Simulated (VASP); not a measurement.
Input of a VASP 6.6.1 run:

File INCAR:

```
SYSTEM = YbH3
PREC     = Accurate       ! precision mode
ENCUT    = 520            ! plane-wave cutoff, eV
EDIFF    = 1E-6           ! SCF threshold, eV
ISMEAR   = 0              ! smearing method
SIGMA    = 0.05           ! smearing width, eV
LREAL    = .FALSE.        ! projectors in reciprocal space
LASPH    = .TRUE.         ! aspherical terms in the spheres
NELM     = 80             ! most SCF steps
ALGO     = Normal         ! electronic algorithm
ISIF     = 2              ! what is computed and relaxed
LWAVE    = .FALSE.        ! write WAVECAR
LCHARG   = .TRUE.         ! write CHGCAR
GGA      = CA             ! functional
LELF     = .TRUE.         ! ELF
LVHAR    = .TRUE.       
NBANDS   = 22             ! bands
```

The input KPOINTS:

```
regular mesh
0
G
  10 10 10
  0 0 0
```

The input POSCAR:

```
YbH3
1.0
    0.0000000000      2.5413019424      2.5413019424
    2.5413019424      0.0000000000      2.5413019424
    2.5413019424      2.5413019424      0.0000000000
Yb H
1 3
Direct
    0.0000000000      0.0000000000      0.0000000000
    0.5000000000      0.5000000000      0.5000000000
    0.2500000000      0.2500000000      0.2500000000
    0.7500000000      0.7500000000      0.7500000000
```

Potentials or basis: VASP PAW PBE potentials, release 64 (Yb, H).

Run with:

```console
$ cat potpaw_PBE.64/Yb/POTCAR potpaw_PBE.64/H/POTCAR > POTCAR
$ mpirun -np 1 vasp_std > vasp.out
```

(1) Estimate the pressure.

Results:

(1) -6.9 GPa.

Caveat: the PAW data sets were made with another functional, which shifts forces and pressure a little.
